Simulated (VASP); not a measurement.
Wanted: the native input for a VASP 6.6.1 run.

```
Task                   : single point
Functional             : PBE
Dispersion             : D3(BJ)
Potentials or basis    : VASP PAW PBE potentials, release 64 (Te, Mo_sv)
Cutoff                 : 520 eV
k mesh                 : 4 × 8 × 2
Occupations            : fermi-dirac, width 0.05 eV
Spin                   : no spin polarisation
Dipole correction      : no
Further INCAR settings : ALGO = Normal; EDIFF = 1e-07; NBANDS = 64
```

The structure of Te2Mo lies in POSCAR:

```
Te2Mo
1.0
    6.3300000000      0.0000000000      0.0000000000
    0.0000000000      3.4690000000      0.0000000000
   -0.9467947088      0.0000000000     13.8276237937
Te Mo
8 4
Direct
    0.9437000000      0.7500000000      0.6045000000
    0.0563000000      0.2500000000      0.3955000000
    0.9030000000      0.2500000000      0.8514000000
    0.0970000000      0.7500000000      0.1486000000
    0.4112000000      0.7500000000      0.8955000000
    0.5888000000      0.2500000000      0.1045000000
    0.4432000000      0.2500000000      0.6484000000
    0.5568000000      0.7500000000      0.3516000000
    0.8167000000      0.7500000000      0.9926000000
    0.1833000000      0.2500000000      0.0074000000
    0.6819000000      0.2500000000      0.4934000000
    0.3181000000      0.7500000000      0.5066000000
```

One way to write it, as run:

INCAR

```
ALGO     = Normal         # electronic algorithm
EDIFF    = 1E-7           # SCF threshold, eV
ENCUT    = 520            # plane-wave cutoff, eV
GGA      = PE             # functional
ISIF     = 2              # what is computed and relaxed
ISMEAR   = -1             # smearing method
IVDW     = 12             # dispersion correction
LASPH    = T              # aspherical terms in the spheres
LCHARG   = F              # write CHGCAR
LREAL    = F              # projectors in reciprocal space
LWAVE    = F              # write WAVECAR
NBANDS   = 64             # bands
NELM     = 60             # most SCF steps
PREC     = Accurate       # precision mode
SIGMA    = 0.05           # smearing width, eV
```

KPOINTS

```
k-points
0
Gamma
  4 8 2
```

Potentials or basis: VASP PAW PBE potentials, release 64 (Te, Mo_sv).

Command:

```bash
$ cat potpaw_PBE.64/Te/POTCAR potpaw_PBE.64/Mo_sv/POTCAR > POTCAR
$ mpirun -np 1 vasp_std > vasp.out
```

It gave:

The pressure is -0.8 GPa and the largest force is 0.166 eV/Å. The band gap on the k mesh is zero (bands 52 and 53 overlap by 0.19 eV) and the dispersion energy per atom is -0.529 eV.

Caveat: spin-orbit coupling is left out, which moves the levels of the heavy elements.

Run time: 7.9 min on 1 thread of Intel(R) Xeon(R) 6975P-C (Granite Rapids), on a shared host, peak memory 0.66 GiB.
